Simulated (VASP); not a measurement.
Crystal: HfO2.

```xyz
12
Lattice="5.2540 0.0000 0.0000 0.0000 5.0379 0.0000 0.0000 0.0000 5.0660" Properties=species:S:1:pos:R:3 pbc="T T T"
Hf    5.0806    3.6904    3.7561
Hf    2.8004    3.6904    1.2231
Hf    2.4536    1.3475    3.7561
Hf    0.1734    1.3475    1.2231
O     3.3212    4.6784    4.4544
O     4.5598    4.6784    1.9214
O     1.2292    2.7199    2.4940
O     1.3978    2.7199    5.0270
O     4.0249    2.3180    5.0270
O     3.8562    2.3180    2.4940
O     0.6942    0.3595    4.4544
O     1.9328    0.3595    1.9214
```

Base run:

* Program: VASP 6.6.1
* Functional: SVWN5
* Potentials or basis: VASP PAW PBE potentials, release 64 (Hf_pv, O)
* Cutoff: 520 eV
* k mesh: 5 × 6 × 5
* Occupations: fermi-dirac, width 0.05 eV
* Spin: no spin polarisation

Its results: band gap on the k mesh 4.19 eV, indirect (least direct gap 4.41 eV); pressure -12.8 GPa; largest force 0.158 eV/Å.

Task: The run is repeated on the same cell with these changes: functional from SVWN5 to RPBE; further incar settings from ALGO = Normal; EDIFF = 1e-06; NBANDS = 56 to ALGO = Normal; EDIFF = 1e-07; NBANDS = 56. What comes out?

Result: Band gap on the k mesh 4.45 eV, indirect (least direct gap 4.64 eV); pressure 6.0 GPa; largest force 0.045 eV/Å.

Caveats: the PAW data sets were made with another functional, which shifts forces and pressure a little; spin-orbit coupling is left out, which moves the levels of the heavy elements.

A k mesh can miss the band edges.
